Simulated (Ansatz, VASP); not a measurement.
**FeO: VASP beside Ansatz**

Contents of INCAR:

```
SYSTEM = FeO
ALGO     = Normal         ! electronic algorithm
EDIFF    = 1E-6           ! SCF threshold, eV
ENCUT    = 600            ! plane-wave cutoff, eV
GGA      = PE             ! functional
GGA_COMPAT= .FALSE.      
ISIF     = 2              ! what is computed and relaxed
ISMEAR   = -1             ! smearing method
ISPIN    = 2              ! spin polarisation
LASPH    = .TRUE.         ! aspherical terms in the spheres
LCHARG   = .TRUE.         ! write CHGCAR
LELF     = .TRUE.         ! ELF
LMAXMIX  = 4              ! l up to which the mixer works
LORBIT   = 11             ! projections on sites
LREAL    = .FALSE.        ! projectors in reciprocal space
LVHAR    = .TRUE.       
LWAVE    = .FALSE.        ! write WAVECAR
MAGMOM   = 3 0            ! initial moments
NBANDS   = 18             ! bands
NELM     = 200            ! most SCF steps
PREC     = Accurate       ! precision mode
SIGMA    = 0.05           ! smearing width, eV
```

File KPOINTS:

```
k-points
0
G
  6 6 6
  0 0 0
```

Contents of POSCAR:

```
FeO
1.0
    0.0000000000      2.1554001600      2.1554001600
    2.1554001600      0.0000000000      2.1554001600
    2.1554001600      2.1554001600      0.0000000000
Fe O
1 1
Direct
    0.0000000000      0.0000000000      0.0000000000
    0.5000000000      0.5000000000      0.5000000000
```

Contents of input.yaml:

```yaml
crystal:
  lattice:
    - [0.0, 2.15540016, 2.15540016]
    - [2.15540016, 0.0, 2.15540016]
    - [2.15540016, 2.15540016, 0.0]
  atoms:
    - { symbol: Fe, position: [0.0, 0.0, 0.0], spin: 3.0 }
    - { symbol: O, position: [0.5, 0.5, 0.5] }
hamiltonian:
  xc: pbe
  pseudopotentials: { kind: paw }
magnetization:
  spin_polarized: true
kpoints:
  mp_grid: { grid: [6, 6, 6] }
  band_path:
    path:
      - [[0.0, 0.0, 0.0], [0.5, 0.0, 0.5], [0.5, 0.25, 0.75], [0.375, 0.375, 0.75], [0.0, 0.0, 0.0], [0.5, 0.5, 0.5], [0.625, 0.25, 0.625], [0.5, 0.25, 0.75], [0.5, 0.5, 0.5], [0.375, 0.375, 0.75]]
      - [[0.625, 0.25, 0.625], [0.5, 0.0, 0.5]]
    npoints: 14
scf:
  occupations: { method: fermi_dirac, width: 0.05 }
  n_extra_bands: 6
output:
  forces: true
  stress: true
  eigenvalues: true
  fatbands: false
  write_density: true
  write_potential: true
  elf: true
  volumetric_format: npy
```

Alike in both runs: functional PBE; k mesh 6 × 6 × 6; occupations fermi-dirac, width 0.05 eV; collinear spin.

```csv
,VASP,Ansatz
version,VASP 6.6.1,Ansatz 0.2.0
potentials or method,"VASP PAW PBE potentials, release 64 (Fe, O)",Ansatz PAW
plane-wave cutoff (eV),600,420
valence electrons in the cell,14,22
task,single point,band structure
```

|  | VASP | Ansatz | Ansatz less VASP |
| --- | --- | --- | --- |
| gap on the k mesh at the Fermi level (eV) | none | none | - |
| pressure (GPa) | -0.2 | 0.0 | +0.20 |
| net moment per atom (μB) | 2.00 | 2.00 | +0.002 |
| size of the moment on the site where the two differ most (μB) | 3.62 | 3.45 | -0.169 |

Site moments also hang on the region over which each program counts them. A gap of «none» marks a metal or a gap that the smearing closes. With one functional, cell and mesh, what is left measures potentials, basis and numerics. VASP's potentials hold 14 valence electrons a cell and Ansatz's 22, so a difference there can come from the potentials and not from the codes.

The k mesh is coarse, so the values compare programs but aren't converged.
